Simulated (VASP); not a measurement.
## ZnF2: single point with PBE

ZnF2:

```
Zn F
1.0
     4.80004    0.00000    0.00000
     0.00000    4.80004    0.00000
     0.00000    0.00000    3.17549
Zn F
2 4
Direct
  0.00000 0.00000 0.00000
  0.50000 0.50000 0.50000
  0.30438 0.30438 0.00000
  0.19562 0.80438 0.50000
  0.69562 0.69562 0.00000
  0.80438 0.19562 0.50000
```

```json
{"Program": "VASP 6.6.1", "Task": "single point", "Functional": "PBE", "Potentials or basis": "VASP PAW PBE potentials, release 64 (Zn, F)", "Cutoff": "600 eV", "k mesh": "4 × 4 × 6", "Occupations": "gaussian, width 0.01 eV", "Spin": "no spin polarisation", "Dipole correction": "no", "Further INCAR settings": "ALGO = Normal; EDIFF = 1e-06; NBANDS = 35"}
```

| Item | Value |
| --- | --- |
| Pressure | 0.3 GPa |
| Largest force | 0.014 eV/Å |
| Band gap on the k mesh | 3.46 eV |

Forces on the atoms (eV/Å):
```
Zn   0.000  0.000  0.000
Zn   0.000  0.000  0.000
F   -0.010 -0.010  0.000
F    0.010 -0.010  0.000
F    0.010  0.010  0.000
F   -0.010  0.010  0.000
```

Stress tensor (GPa, compression positive):
```
0.25 0.00 0.00
0.00 0.25 0.00
0.00 0.00 0.51
```

Levels at points of the mesh, in eV from the valence-band top:
```
           k point  band 23  band 24  band 25  band 26  band 27  band 28  band 29  band 30
(0.00, 0.00, 0.00)    -0.89    -0.23    -0.23     0.00     3.46     9.03     9.67     9.67
(0.50, 0.00, 0.00)    -0.55    -0.55    -0.30    -0.30     5.97     5.97    10.54    10.54
(0.50, 0.50, 0.00)    -1.03    -1.03    -0.25    -0.25     6.80     6.80     9.17     9.17
(0.00, 0.00, 0.50)    -1.14    -1.14    -1.09    -1.09     8.06     8.06    11.75    11.75
(0.50, 0.00, 0.50)    -1.12    -1.12     0.00     0.00     8.50     8.50    10.29    10.29
(0.50, 0.50, 0.50)    -1.09    -1.09    -0.74    -0.74     7.89     7.89    11.48    11.48
```

Run time: 56 s on 1 thread of AMD EPYC 9R14 (Zen 4) (shared host), peak memory 0.19 GiB.

A hybrid or GW would open this gap; PBE tends to underestimate it.
